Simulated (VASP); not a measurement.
**C: single point with LDA**

Crystal: C.

```xyz
2
Lattice="0.0000 2.1908 3.3982 1.2648 0.0000 3.3982 1.2648 2.1908 0.0000" Properties=species:S:1:pos:R:3 pbc="T T T"
C     1.2648    0.7303    3.3982
C     1.2648    3.6513    3.3982
```

This cell differs from its parent crystal: strain +0.030 along x and y, +0.015 along z.

- Program: VASP 6.6.1
- Task: single point
- Functional: LDA
- Potentials or basis: VASP PAW LDA potentials, release 64 (C)
- Cutoff: 520 eV
- k mesh: 14 × 14 × 14
- Occupations: gaussian, width 0.05 eV
- Spin: no spin polarisation

* Pressure: -24.4 GPa
* Largest force: 0.034 eV/Å
* Band gap on the k mesh: 0.28 eV, indirect (least direct gap 0.36 eV)

Forces on the atoms (eV/Å):
```
C    0.000  0.034  0.000
C    0.000 -0.034  0.000
```

Stress tensor (GPa, compression positive):
```
-36.56   0.00   0.00
  0.00 -36.54   0.00
  0.00   0.00  -0.13
```

Levels at points of the mesh, in eV from the valence-band top:
| k point | band 2 | band 3 | band 4 | band 5 | band 6 | band 7 |
| --- | --- | --- | --- | --- | --- | --- |
| (0.00, 0.00, 0.00) | -6.21 | -3.17 | -3.15 | 3.93 | 7.64 | 7.71 |
| (0.50, 0.00, 0.00) | -12.78 | -6.30 | -2.36 | 1.41 | 6.58 | 11.68 |
| (0.50, 0.50, 0.00) | -8.19 | -3.18 | -3.16 | 7.60 | 7.67 | 9.92 |
| (0.50, 0.00, 0.50) | -12.87 | -6.27 | -1.59 | 2.23 | 6.78 | 10.53 |
| (0.00, 0.50, 0.50) | -12.69 | -6.33 | -3.03 | 0.72 | 6.40 | 12.78 |

Run time: 49 s on 1 thread of Intel(R) Xeon(R) 6975P-C (Granite Rapids) (shared host), peak memory 0.17 GiB.

Caveat: the cell differs from its parent crystal (strain +0.030 along x and y, +0.015 along z). A k mesh can miss the band edges.
